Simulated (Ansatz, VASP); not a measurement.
# One calculation of Mo, two programs

```
Mo
1.0
    -1.61431    1.61431    1.61431
     1.61431   -1.61431    1.61431
     1.61431    1.61431   -1.61431
Mo
1
Direct
  0.00000 0.00000 0.00000
```

Alike in both runs: task single point; functional PBE; k mesh 13 × 13 × 13; occupations fermi-dirac, width 0.1 eV; no spin polarisation.

|  | VASP | Ansatz |
| --- | --- | --- |
| version | VASP 6.6.1 | Ansatz 0.2.0 |
| potentials or method | VASP PAW PBE potentials, release 64 (Mo_sv), cutoff 520 eV | plane waves, PAW |
| valence electrons in the cell | 14 | 14 |

VASP gave:

| Property | Result |
| --- | --- |
| pressure (GPa) | -14.1 |

What did Ansatz give for the same quantities?

Pressure (GPa): -14.4.

The functional is the same, so the differences come from potentials, cutoffs and numerics.
